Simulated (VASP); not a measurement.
# KI (Fm-3m) in VASP: notebook

Runs on KI. Level: PBEsol. Tasks: single point.

All numbers are computed with VASP 6.6.1; they aren't measurements. Logs are shortened: lines on timing, memory, paths and dates and some standing lists are left out, and cuts for length are marked.

**1. The cell of the first run**

It takes space group Fm-3m (No. 225, cubic). Conventional cell: a = 6.076 Å, b = 6.076 Å, c = 6.076 Å, α = 90.00°, β = 90.00°, γ = 90.00°. Within 4.0 Å of K (site symmetry m-3m) lie 6 I at 3.04 Å. I (site symmetry m-3m) has 6 K at 3.04 Å within 4.0 Å.

**2. Single point, PBEsol**

Input file INCAR:

```
  PREC = Accurate
  ENCUT = 520
  EDIFF = 1E-6
  ISMEAR = 0
  SIGMA = 0.01
  LREAL = False
  LASPH = True
  NELM = 100
  ALGO = Normal
  ISIF = 2
  LWAVE = False
  LCHARG = True
  GGA = PS
  LELF = True
  LVHAR = True
  NBANDS = 15
```

Input file KPOINTS:

```
Automatic mesh
0
Gamma
  6 6 6
```

Input file POSCAR:

```
KI
1.0
    3.0380567707      3.0380567707      0.0000000000
   -3.0380567707      3.0380567707      0.0000000000
    0.0000000000      3.0380567707      3.0380567707
K I
1 1
Direct
    0.0000000000      0.0000000000      0.0000000000
    0.5000000000      0.5000000000      0.0000000000
```

Potentials or basis: VASP PAW PBE potentials, release 64 (K_sv, I).

On the command line:

```console
$ cat potpaw_PBE.64/K_sv/POTCAR potpaw_PBE.64/I/POTCAR > POTCAR
$ mpirun -np 1 vasp_std > vasp.out
```

OUTCAR:

```text
PREC = Accurate
   ENCUT = 520
   EDIFF = 1E-6
   ISMEAR = 0
   LREAL = False
   LASPH = True
   NELM = 100
   ISIF = 2
   GGA = PS

 ion  position               nearest neighbor table
   1  0.000  0.000  0.000-   2 3.04   2 3.04   2 3.04   2 3.04   2 3.04   2 3.04
   2  0.500  0.500  0.000-   1 3.04   1 3.04   1 3.04   1 3.04   1 3.04   1 3.04

  LATTYP: Found a face centered cubic cell.
 ALAT       =     6.0761135414

  Lattice vectors:

 A1 = (   0.0000000000,   3.0380567707,   3.0380567707)
 A2 = (   3.0380567707,   0.0000000000,   3.0380567707)
 A3 = (   3.0380567707,   3.0380567707,   0.0000000000)

Analysis of symmetry for initial positions (statically):
=====================================================================
 Subroutine PRICEL returns:
 Original cell was already a primitive cell.

 Routine SETGRP: Setting up the symmetry group for a
 face centered cubic supercell.

 Subroutine GETGRP returns: Found 48 space group operations
 (whereof 48 operations were pure point group operations)
 out of a pool of 48 trial point group operations.

The static configuration has the point symmetry O_h .

Analysis of symmetry for dynamics (positions and initial velocities):
=====================================================================
 Subroutine PRICEL returns:
 Original cell was already a primitive cell.

 Routine SETGRP: Setting up the symmetry group for a
 face centered cubic supercell.

 Subroutine GETGRP returns: Found 48 space group operations
 (whereof 48 operations were pure point group operations)
 out of a pool of 48 trial point group operations.

The dynamic configuration has the point symmetry O_h .

 Subroutine INISYM returns: Found 48 space group operations
 (whereof 48 operations are pure point group operations),
 and found     1 'primitive' translations

----------------------------------------------------------------------------------------

                                     Primitive cell

  volume of cell :      56.0812

  direct lattice vectors                    reciprocal lattice vectors
     3.038056771  3.038056771  0.000000000     0.164578886  0.164578886 -0.164578886
    -3.038056771  3.038056771  0.000000000    -0.164578886  0.164578886 -0.164578886
     0.000000000  3.038056771  3.038056771     0.000000000  0.000000000  0.329157773

  length of vectors
     4.296461088  4.296461088  4.296461088     0.285058993  0.285058993  0.329157773

  position of ions in fractional coordinates (direct lattice)
     0.000000000  0.000000000  0.000000000
     0.500000000  0.500000000  0.000000000

  ion indices of the primitive-cell ions
   primitive index   ion index
                 1           1
                 2           2

----------------------------------------------------------------------------------------

 KPOINTS: Automatic mesh

Automatic generation of k-mesh.
 Grid dimensions read from file:
 generate k-points for:    6    6    6

 Generating k-lattice:

  Cartesian coordinates                     Fractional coordinates (reciprocal lattice)
     0.027429814  0.027429814 -0.027429814     0.166666667  0.000000000  0.000000000
    -0.027429814  0.027429814 -0.027429814     0.000000000  0.166666667  0.000000000
     0.000000000  0.000000000  0.054859629     0.000000000  0.000000000  0.166666667

  Length of vectors
     0.047509832  0.047509832  0.054859629

  Shift w.r.t. Gamma in fractional coordinates (k-lattice)
     0.000000000  0.000000000  0.000000000

 Subroutine IBZKPT returns following result:
 ===========================================

 Found     16 irreducible k-points:

 Following reciprocal coordinates:
            Coordinates               Weight
  0.000000  0.000000  0.000000      1.000000
  0.166667  0.000000  0.000000      8.000000
  0.333333  0.000000  0.000000      8.000000
  0.500000  0.000000  0.000000      4.000000
  0.166667  0.166667  0.000000     12.000000
  0.333333  0.166667  0.000000     24.000000
[... 8 lines left out ...]
  0.500000  0.333333  0.166667     24.000000
  0.500000  0.500000  0.166667     12.000000
   k-points           NKPTS =     16   k-points in BZ     NKDIM =     16   number of bands    NBANDS=     15
   number of dos      NEDOS =    301   number of ions     NIONS =      2
   total plane-waves  NPLWV =  32768
   dimension x,y,z NGX =    32 NGY =   32 NGZ =   32
   dimension x,y,z NGXF=    64 NGYF=   64 NGZF=   64
   ions per type =               1   1
   NGX,Y,Z   is equivalent  to a cutoff of  12.38, 12.38, 12.38 a.u.
   NGXF,Y,Z  is equivalent  to a cutoff of  24.76, 24.76, 24.76 a.u.
 SYSTEM =  unknown system
   PREC   = accura    normal or accurate (medium, high low for compatibility)
   ISTART =      0    job   : 0-new  1-cont  2-samecut
   ICHARG =      2    charge: 1-file 2-atom 10-const
   ISPIN  =      1    spin polarized calculation?
   LNONCOLLINEAR =      F non collinear calculations
   LSORBIT =      F    spin-orbit coupling
   LASPH  =      T    aspherical Exc in radial PAW
   ENCUT  =  520.0 eV  38.22 Ry    6.18 a.u.   7.99  7.99  7.99*2*pi/ulx,y,z
   NELM   =    100;   NELMIN=  2; NELMDL= -5     # of ELM steps
   EDIFF  = 0.1E-05   stopping-criterion for ELM
   LREAL  =      F    real-space projection
   EDIFFG = 0.1E-04   stopping-criterion for IOM
   NSW    =      0    number of steps for IOM
   IBRION =     -1    ionic relax: 0-MD 1-quasi-New 2-CG
   NFREE  =      0    steps in history (QN), initial steepest desc. (CG)
   ISIF   =      2    stress and relaxation
   ISYM   =      2    0-nonsym 1-usesym 2-fastsym
   POTIM  = 0.5000    time-step for ionic-motion
   TEBEG  =    0.0;   TEEND  =   0.0 temperature during run
   PSTRESS=    0.0 pullay stress
   NELECT =      16.0000    total number of electrons
   NUPDOWN=      -1.0000    fix difference up-down
   EMIN   =  10.00;   EMAX   =-10.00  energy-range for DOS
   EFERMI =   0.00;   METHOD = LEGACY
   ISMEAR =     0;   SIGMA  =   0.01  broadening in eV -4-tet -1-fermi 0-gaus
   EFERMI_NEDOS =   21; number of points for ismear=-14 and -15
   IALGO  =     38    algorithm
   IMIX   =      4    mixing-type and parameters
     AMIX     =   0.40;   BMIX     =  1.00
     AMIX_MAG =   1.60;   BMIX_MAG =  1.00
  volume/ion in A,a.u.               =      28.04       189.23
  Fermi-wavevector in a.u.,A,eV,Ry     =   1.077727  2.036610 15.803118  1.161496
  Thomas-Fermi vector in A             =   2.213647
   LORBIT       =      0    0 simple, 1 ext, 2 COOP (PROOUT), +10 PAW based schemes
   GGA     = PS    functional components
   LHFCALC =     F    Hartree Fock is set to
   AEXX    =    0.0000 exact exchange contribution
   IVDW    =     0    specifies the selected vdW correction
   LEPSILON=     F    determine dielectric tensor
   LRPA    =     F    only Hartree local field effects (RPA)
 non-spin polarized calculation
 Gauss-broadening in eV      SIGMA  =   0.01
  energy-cutoff  :      520.00
  volume of cell :       56.08
 maximum number of plane-waves:      1527
   NGX = 15   NGY = 15   NGZ = 15

 number of electron      16.0000002 magnetization

 Free energy of the ion-electron system (eV)
  ---------------------------------------------------
  ext. energy  EPLUGINS =         0.00000000
  ---------------------------------------------------
  free energy    TOTEN  =        -4.87122687 eV

  energy without entropy =       -4.87122687  energy(sigma->0) =       -4.87122687

 E-fermi :   2.8067     XC(G=0):  -9.3158

 val. band max:        2.7333734941   @ k =   0.0000   0.0000   0.0000
 cond. band min:       6.1948977592   @ k =   0.5000   0.5000   0.0000
 fundamental gap:      3.4615242650
 Fermi energy:         2.8066519049

 k-point     1 :       0.0000    0.0000    0.0000
  band No.  band energies     occupation
      1     -25.2735      2.00000
      2      -8.9168      2.00000
      3      -8.9168      2.00000
      4      -8.9168      2.00000
      5      -8.9078      2.00000
      6       2.7334      2.00000
      7       2.7334      2.00000
      8       2.7334      2.00000
      9       7.9387      0.00000
     10       8.4494      0.00000
     11       8.4494      0.00000
     12       8.4494      0.00000
     13       9.5868      0.00000
     14       9.5868      0.00000
     15      12.3491      0.00000

 k-point     2 :       0.1667    0.0000    0.0000
  band No.  band energies     occupation
      1     -25.2667      2.00000
      2      -9.5599      2.00000
      3      -8.9171      2.00000
      4      -8.9171      2.00000
      5      -8.1528      2.00000
      6       1.8114      2.00000
      7       2.4287      2.00000
      8       2.4287      2.00000
      9       8.1255      0.00000
     10       8.9008      0.00000
     11       8.9008      0.00000
     12       9.2764      0.00000
     13      10.2899      0.00000
     14      10.2899      0.00000
     15      13.6991      0.00000

 k-point     3 :       0.3333    0.0000    0.0000
  band No.  band energies     occupation
      1     -25.2531      2.00000
      2      -9.9872      2.00000
      3      -8.9177      2.00000
      4      -8.9177      2.00000
      5      -7.4727      2.00000
      6       0.4669      2.00000
      7       1.9246      2.00000
      8       1.9246      2.00000
      9       8.1340      0.00000
     10      10.0552      0.00000
     11      10.0552      0.00000
     12      11.0605      0.00000
     13      11.9245      0.00000
     14      11.9245      0.00000
     15      14.4182      0.00000
[... 199 lines left out ...]
 k-point    15 :       0.5000    0.3333    0.1667
  band No.  band energies     occupation
      1     -25.2399      2.00000
      2      -9.7494      2.00000
      3      -9.0857      2.00000
      4      -9.0206      2.00000
      5      -7.6218      2.00000
      6       0.6977      2.00000
      7       1.3967      2.00000
      8       1.6545      2.00000
      9       8.8759      0.00000
     10       9.0936      0.00000
     11      10.9291      0.00000
     12      11.9697      0.00000
     13      12.5351      0.00000
     14      12.7720      0.00000
     15      14.2083      0.00000

 k-point    16 :       0.5000    0.5000    0.1667
  band No.  band energies     occupation
      1     -25.2378      2.00000
      2      -9.4391      2.00000
      3      -9.1890      2.00000
      4      -9.0896      2.00000
      5      -7.9155      2.00000
      6       1.0876      2.00000
      7       1.4735      2.00000
      8       1.6159      2.00000
      9       7.5325      0.00000
     10      10.1340      0.00000
     11      10.4692      0.00000
     12      11.9427      0.00000
     13      12.6439      0.00000
     14      13.0897      0.00000
     15      14.4803      0.00000

------------------------ aborting loop because EDIFF is reached ----------------------------------------

  FORCE on cell =-STRESS in cart. coord.  units (eV):
  Direction    XX          YY          ZZ          XY          YZ          ZX
  --------------------------------------------------------------------------------------
  -------------------------------------------------------------------------------------
  Total        5.3316577      5.3316577      5.3316577     -0.0000000     -0.0000000     -0.0000000
  in kB      152.3193898    152.3193898    152.3193898     -0.0000000     -0.0000000     -0.0000000
  external PRESSURE =     152.3193898 kB  Pullay stress =       0.0000000 kB

 VOLUME and BASIS-vectors are now :
 -----------------------------------------------------------------------------
  energy-cutoff  :      520.00
  volume of cell :       56.08
      direct lattice vectors                 reciprocal lattice vectors
     3.038056771  3.038056771  0.000000000     0.164578886  0.164578886 -0.164578886
    -3.038056771  3.038056771  0.000000000    -0.164578886  0.164578886 -0.164578886
     0.000000000  3.038056771  3.038056771     0.000000000  0.000000000  0.329157773

 POSITION                                       TOTAL-FORCE (eV/Angst)
 -----------------------------------------------------------------------------------
      0.00000      0.00000      0.00000         0.000000      0.000000      0.000000
      0.00000      3.03806      0.00000        -0.000000     -0.000000      0.000000
 -----------------------------------------------------------------------------------
    total drift:                                0.000000     -0.000000     -0.000000

  FREE ENERGIE OF THE ION-ELECTRON SYSTEM (eV)
  ---------------------------------------------------
  free  energy   TOTEN  =        -4.8712268721 eV

  energy  without entropy=       -4.8712268721  energy(sigma->0) =       -4.87122687
```

It took 11 s on 1 thread of Intel Xeon 6975P-C, shared host; peak memory 0.17 GiB.

What came out:

- Free energy: -4.8712 eV
- Pressure: 15.2 GPa
- Band gap on the k mesh: 3.46 eV, indirect (least direct gap 4.12 eV)

Caveat: the PAW data sets were made with another functional, which shifts forces and pressure a little; spin-orbit coupling is left out, which moves the levels of the heavy elements.

**3. Single point, PBEsol**

This run uses another cell than the first one, of 30.41 Å³/atom, 1.085 times its volume.

Input file INCAR:

```
PREC = Accurate
ENCUT = 520
EDIFF = 1E-6
ISMEAR = 0
SIGMA = 0.01
LREAL = False
LASPH = True
NELM = 100
ALGO = Normal
ISIF = 2
LWAVE = False
LCHARG = False
GGA = PS
NBANDS = 15
```

Input file KPOINTS:

```
regular mesh
0
Gamma
  6 6 6
```

Input file POSCAR:

```
KI
1.0
    3.1213312714      3.1213312714      0.0000000000
   -3.1213312714      3.1213312714      0.0000000000
    0.0000000000      3.1213312714      3.1213312714
K I
1 1
Direct
    0.0000000000      0.0000000000      0.0000000000
    0.5000000000      0.5000000000      0.0000000000
```

Potentials or basis: VASP PAW PBE potentials, release 64 (K_sv, I).

On the command line:

```console
$ cat potpaw_PBE.64/K_sv/POTCAR potpaw_PBE.64/I/POTCAR > POTCAR
$ mpirun -np 1 vasp_std > vasp.out
```

It took 18 s on 1 thread of Intel Xeon 6975P-C, shared host; peak memory 0.2 GiB.

Results (log left out):

```
Free energy            : -5.2425 eV
Pressure               : 10.1 GPa
Band gap on the k mesh : 3.80 eV, indirect (least direct gap 4.41 eV)
```

Levels at points of the mesh, in eV from the valence-band top:
```csv
k point,band 6,band 7,band 8,band 9,band 10,band 11
"(0.00, 0.00, 0.00)",0.00,0.00,0.00,4.88,5.92,5.92
"(0.50, 0.00, 0.00)",-2.50,-0.85,-0.85,5.61,8.27,8.76
"(0.50, 0.50, 0.00)",-1.67,-0.61,-0.61,3.80,6.54,8.22
```

Caveat: the PAW data sets were made with another functional, which shifts forces and pressure a little; spin-orbit coupling is left out, which moves the levels of the heavy elements.

**4. Single point, PBEsol**

This run uses another cell than the first one, of 32.38 Å³/atom, 1.155 times its volume.

Input file INCAR:

```
ALGO = Normal
EDIFF = 1E-6
ENCUT = 520
GGA = PS
ISIF = 2
ISMEAR = 0
LASPH = True
LCHARG = False
LREAL = False
LWAVE = False
NBANDS = 15
NELM = 80
PREC = Accurate
SIGMA = 0.01
```

Input file KPOINTS:

```
k-points
0
Gamma
  6 6 6
```

Input file POSCAR:

```
KI
1.0
    3.1874395368      3.1874395368      0.0000000000
   -3.1874395368      3.1874395368      0.0000000000
    0.0000000000      3.1874395368      3.1874395368
K I
1 1
Direct
    0.0000000000      0.0000000000      0.0000000000
    0.5000000000      0.5000000000      0.0000000000
```

On the command line:

```console
$ cat potpaw_PBE.64/K_sv/POTCAR potpaw_PBE.64/I/POTCAR > POTCAR
$ mpirun -np 1 vasp_std > vasp.out
```

It took 17 s on 1 thread of Intel Xeon 6975P-C, shared host; peak memory 0.21 GiB.

Results (log left out):

```
Free energy            : -5.4538 eV
Pressure               : 7.1 GPa
Band gap on the k mesh : 4.03 eV, indirect (least direct gap 4.60 eV)
```

Levels at points of the mesh, in eV from the valence-band top:
| k point | band 4 | band 5 | band 6 | band 7 | band 8 | band 9 | band 10 | band 11 | band 12 | band 13 |
| --- | --- | --- | --- | --- | --- | --- | --- | --- | --- | --- |
| (0.00, 0.00, 0.00) | -11.60 | -11.19 | 0.00 | 0.00 | 0.00 | 4.65 | 6.06 | 6.06 | 6.06 | 7.05 |
| (0.50, 0.00, 0.00) | -11.60 | -10.09 | -2.26 | -0.73 | -0.73 | 5.59 | 8.21 | 8.65 | 8.65 | 8.98 |
| (0.50, 0.50, 0.00) | -11.67 | -10.86 | -1.56 | -0.57 | -0.57 | 4.03 | 6.38 | 8.23 | 9.66 | 10.18 |

Caveat: the PAW data sets were made with another functional, which shifts forces and pressure a little; spin-orbit coupling is left out, which moves the levels of the heavy elements. A k mesh can miss the band edges.

**5. Summary**

| cell | gap on the mesh (eV) | pressure (GPa) |
| --- | --- | --- |
| a = 4.296 Å, angles 60.0, 60.0, 90.0°, 2 atoms | 3.46 | 15.2 |
| a = 4.414 Å, angles 60.0, 60.0, 90.0°, 2 atoms | 3.80 | 10.1 |
| a = 4.508 Å, angles 60.0, 60.0, 90.0°, 2 atoms | 4.03 | 7.1 |

Alike in all rows: task single point; level PBEsol; potentials or basis VASP PAW PBE potentials, release 64 (K_sv, I); no spin polarisation; k mesh 6 × 6 × 6; cutoff (eV) 520; smearing gaussian 0.01 eV.

Caveats: the PAW data sets were made with another functional, which shifts forces and pressure a little; spin-orbit coupling is left out, which moves the levels of the heavy elements.

Absolute energies hang on the potentials; compare differences alone.
